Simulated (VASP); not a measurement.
# SnSb2 (Pn-3m) in VASP: notebook, part 2 of 2

VASP 6.6.1. Earlier steps stand in the parts before.

### Step 3. Single point, r2SCAN

This run uses another cell than the first one, of 44.06 Å³/atom.

Input file POSCAR:

```
SnSb2
1.0
    6.4180597006      0.0000000000      0.0000000000
    0.0000000000      6.4180597006      0.0000000000
    0.0000000000      0.0000000000      6.4180597006
Sn Sb
2 4
Direct
    0.0000000000      0.0000000000      0.0000000000
    0.5000000000      0.5000000000      0.5000000000
    0.2500000000      0.2500000000      0.2500000000
    0.2500000000      0.7500000000      0.7500000000
    0.7500000000      0.7500000000      0.2500000000
    0.7500000000      0.2500000000      0.7500000000
```

Input file INCAR.step1:

```
PREC = Accurate
ENCUT = 520
ISMEAR = 0
SIGMA = 0.1
LREAL = F
LASPH = T
NELM = 80
NBANDS = 33
GGA = PE
ALGO = Normal
EDIFF = 1E-4
LWAVE = T
LCHARG = F
```

Input file INCAR.step2:

```
PREC = Accurate
ENCUT = 520
EDIFF = 1E-6
ISMEAR = 0
SIGMA = 0.1
LREAL = F
LASPH = T
NELM = 80
ALGO = Normal
ISIF = 2
LWAVE = F
LCHARG = F
METAGGA = R2SCAN
LMIXTAU = T
NBANDS = 33
ISTART = 1
```

Input file KPOINTS:

```
regular mesh
0
Gamma
  4 4 4
```

Potentials or basis: VASP PAW PBE potentials, release 64 (Sn_d, Sb).

Command:

```bash
cat potpaw_PBE.64/Sn_d/POTCAR potpaw_PBE.64/Sb/POTCAR > POTCAR
cp INCAR.step1 INCAR
mpirun -np 1 vasp_std > vasp.out
cp INCAR.step2 INCAR
mpirun -np 1 vasp_std > vasp.out
```

OUTCAR:

```text
PREC = Accurate
   ENCUT = 520
   EDIFF = 1E-6
   ISMEAR = 0
   LREAL = F
   LASPH = T
   NELM = 80
   ISIF = 2
   METAGGA = R2SCAN
   ISTART = 1

 ion  position               nearest neighbor table
   1  0.000  0.000  0.000-   3 2.78   4 2.78   5 2.78   6 2.78
   2  0.500  0.500  0.500-   3 2.78   4 2.78   5 2.78   6 2.78
   3  0.250  0.250  0.250-   1 2.78   2 2.78
   4  0.250  0.750  0.750-   1 2.78   2 2.78
   5  0.750  0.750  0.250-   1 2.78   2 2.78
   6  0.750  0.250  0.750-   1 2.78   2 2.78

  LATTYP: Found a simple cubic cell.
 ALAT       =     6.4180597006

  Lattice vectors:

 A1 = (   6.4180597006,   0.0000000000,   0.0000000000)
 A2 = (   0.0000000000,   6.4180597006,   0.0000000000)
 A3 = (   0.0000000000,   0.0000000000,   6.4180597006)

Analysis of symmetry for initial positions (statically):
=====================================================================
 Subroutine PRICEL returns:
 Original cell was already a primitive cell.

 Routine SETGRP: Setting up the symmetry group for a
 simple cubic supercell.

 Subroutine GETGRP returns: Found 48 space group operations
 (whereof 24 operations were pure point group operations)
 out of a pool of 48 trial point group operations.

The static configuration has the point symmetry T_d .
 The point group associated with its full space group is O_h .

Analysis of symmetry for dynamics (positions and initial velocities):
=====================================================================
 Subroutine PRICEL returns:
 Original cell was already a primitive cell.

 Routine SETGRP: Setting up the symmetry group for a
 simple cubic supercell.

 Subroutine GETGRP returns: Found 48 space group operations
 (whereof 24 operations were pure point group operations)
 out of a pool of 48 trial point group operations.

The dynamic configuration has the point symmetry T_d .
 The point group associated with its full space group is O_h .

[... 112 lines left out ...]
  volume/ion in A,a.u.               =      44.06       297.34
  Fermi-wavevector in a.u.,A,eV,Ry     =   0.927011  1.751797 11.692155  0.859349
  Thomas-Fermi vector in A             =   2.053035
   LORBIT       =      0    0 simple, 1 ext, 2 COOP (PROOUT), +10 PAW based schemes
   METAGGA = R2SCAN    functional components
   LHFCALC =     F    Hartree Fock is set to
   AEXX    =    0.0000 exact exchange contribution
   IVDW    =     0    specifies the selected vdW correction
   LEPSILON=     F    determine dielectric tensor
   LRPA    =     F    only Hartree local field effects (RPA)
 non-spin polarized calculation
 Gauss-broadening in eV      SIGMA  =   0.10
  energy-cutoff  :      520.00
  volume of cell :      264.37
 maximum number of plane-waves:      7160
 NGX is ok and might be reduce to    48
   NGX = 23   NGY = 23   NGZ = 23

 number of electron      48.0000037 magnetization

 Free energy of the ion-electron system (eV)
  ---------------------------------------------------
  ext. energy  EPLUGINS =         0.00000000
  ---------------------------------------------------
  free energy    TOTEN  =      -146.37145030 eV

  energy without entropy =     -146.33902208  energy(sigma->0) =     -146.35523619

 E-fermi :   2.8400     XC(G=0):  -8.2940

 val. band max:        2.8150814018   @ k =   0.2500   0.2500   0.0000
 cond. band min:       2.8484792997   @ k =   0.5000   0.0000   0.0000
 fundamental gap:      0.0333978979
 Fermi energy:         2.8400112485

 k-point     1 :       0.0000    0.0000    0.0000
  band No.  band energies     occupation
      1     -19.3726      2.00000
      2     -19.3726      2.00000
      3     -19.3726      2.00000
      4     -19.3713      2.00000
      5     -19.3713      2.00000
      6     -19.3713      2.00000
[... 349 lines left out ...]
     32       8.3007      0.00000
     33       8.3007      0.00000

------------------------ aborting loop because EDIFF is reached ----------------------------------------

  FORCE on cell =-STRESS in cart. coord.  units (eV):
  Direction    XX          YY          ZZ          XY          YZ          ZX
  --------------------------------------------------------------------------------------
  -------------------------------------------------------------------------------------
  Total       -0.1535491     -0.1535491     -0.1535491      0.0000000     -0.0000000      0.0000000
  in kB       -0.9305650     -0.9305650     -0.9305650      0.0000000     -0.0000000      0.0000000
  external PRESSURE =      -0.9305650 kB  Pullay stress =       0.0000000 kB

 VOLUME and BASIS-vectors are now :
 -----------------------------------------------------------------------------
  energy-cutoff  :      520.00
  volume of cell :      264.37
      direct lattice vectors                 reciprocal lattice vectors
     6.418059701  0.000000000  0.000000000     0.155810330  0.000000000  0.000000000
     0.000000000  6.418059701  0.000000000     0.000000000  0.155810330  0.000000000
     0.000000000  0.000000000  6.418059701     0.000000000  0.000000000  0.155810330

 POSITION                                       TOTAL-FORCE (eV/Angst)
 -----------------------------------------------------------------------------------
      0.00000      0.00000      0.00000         0.000000     -0.000000     -0.000000
      3.20903      3.20903      3.20903        -0.000000      0.000000      0.000000
      1.60451      1.60451      1.60451        -0.000000     -0.000000      0.000000
      1.60451      4.81354      4.81354        -0.000000      0.000000     -0.000000
      4.81354      4.81354      1.60451         0.000000      0.000000      0.000000
      4.81354      1.60451      4.81354         0.000000     -0.000000      0.000000
 -----------------------------------------------------------------------------------
    total drift:                               -0.000000     -0.000000     -0.000000

  FREE ENERGIE OF THE ION-ELECTRON SYSTEM (eV)
  ---------------------------------------------------
  free  energy   TOTEN  =      -146.3714502979 eV

  energy  without entropy=     -146.3390220838  energy(sigma->0) =     -146.35523619
```

Run time: 4.5 min. Hardware: 1 thread of Intel Xeon 6975P-C (Granite Rapids), shared host; peak memory 0.4 GiB.

What came out:

```
Free energy            : -146.3715 eV
Pressure               : -0.1 GPa
Band gap on the k mesh : zero (bands 24 and 25 overlap by 0.67 eV)
```

Caveat: the PAW data sets were made with another functional, which shifts forces and pressure a little; spin-orbit coupling is left out, which moves the levels of the heavy elements.

The gap in the log of VASP goes by the Fermi energy; the results here count the filled bands.